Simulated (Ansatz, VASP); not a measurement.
**BN: VASP beside Ansatz**

```xyz
8
Lattice="4.4242 0.0000 0.0000 0.0000 4.4242 0.0000 0.0000 0.0000 2.5504" Properties=species:S:1:pos:R:3 pbc="T T T"
B     0.7711    3.6532    1.2752
B     1.4410    1.4410    0.0000
B     2.9832    2.9832    0.0000
B     3.6532    0.7711    1.2752
N     3.5951    3.5951    1.2752
N     1.3830    3.0412    0.0000
N     3.0412    1.3830    0.0000
N     0.8291    0.8291    1.2752
```

Alike in both runs: task single point; functional PBEsol; k mesh 4 × 4 × 8; no spin polarisation.

|  | VASP | Ansatz |
| --- | --- | --- |
| version | VASP 6.6.1 | Ansatz 0.2.0 |
| potentials or method | VASP PAW PBE potentials, release 64 (B, N) | plane waves, PAW |
| plane-wave cutoff (eV) | 600 | 420 |
| occupations | gaussian, width 0.01 eV | fixed |
| valence electrons in the cell | 32 | 32 |

|  | VASP | Ansatz | Ansatz less VASP |
| --- | --- | --- | --- |
| gap on the k mesh at the Fermi level (eV) | 4.71 | 4.73 | +0.019 |

VASP's potentials were made for PBE, not for PBEsol.
